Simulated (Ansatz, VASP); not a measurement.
## CO2 in VASP and in Ansatz

```
C O
1.0
     5.06931    0.00000    0.00000
     0.00000    5.06931    0.00000
     0.00000    0.00000    7.23203
C O
4 8
Direct
  0.98879 0.01121 0.75000
  0.01121 0.98879 0.25000
  0.51121 0.51121 0.50000
  0.48879 0.48879 0.00000
  0.67499 0.34761 0.49267
  0.32501 0.65239 0.99267
  0.84761 0.82501 0.24267
  0.15239 0.17499 0.74267
  0.65239 0.32501 0.00733
  0.34761 0.67499 0.50733
  0.82501 0.84761 0.75733
  0.17499 0.15239 0.25733
```

Alike in both runs: task electric field gradients; functional r2SCAN; k mesh 5 × 5 × 4; occupations fermi-dirac, width 0.02 eV; no spin polarisation.

```csv
,VASP,Ansatz
version,VASP 6.6.1,Ansatz 0.2.0
potentials or method,"VASP PAW PBE potentials, release 64 (C, O)","plane-wave PAW, scalar-relativistic"
plane-wave cutoff (eV),520,500
valence electrons in the cell,64,64
```

```tsv
	VASP	Ansatz	Ansatz less VASP
gap on the k mesh at the Fermi level (eV)	7.05	7.08	+0.029
pressure (GPa)	-2.4	-4.1	-1.69
traceless stress, the component that is largest in VASP (GPa)	2.40	4.35	+1.951
rms of the force components (eV/Å)	0.367	0.716	+0.3495
size of Vzz on the site where it differs most (V/Å²)	56.0	32.4	-23.54
```

VASP's potentials were made for PBE, not for r2SCAN. Atom by atom the forces differ by 0.350 eV/Å (rms over components). The functional is the same, so the differences come from potentials, cutoffs and numerics.

Noted on VASP's run: the standard files for N, O and F lose accuracy on very short bonds.
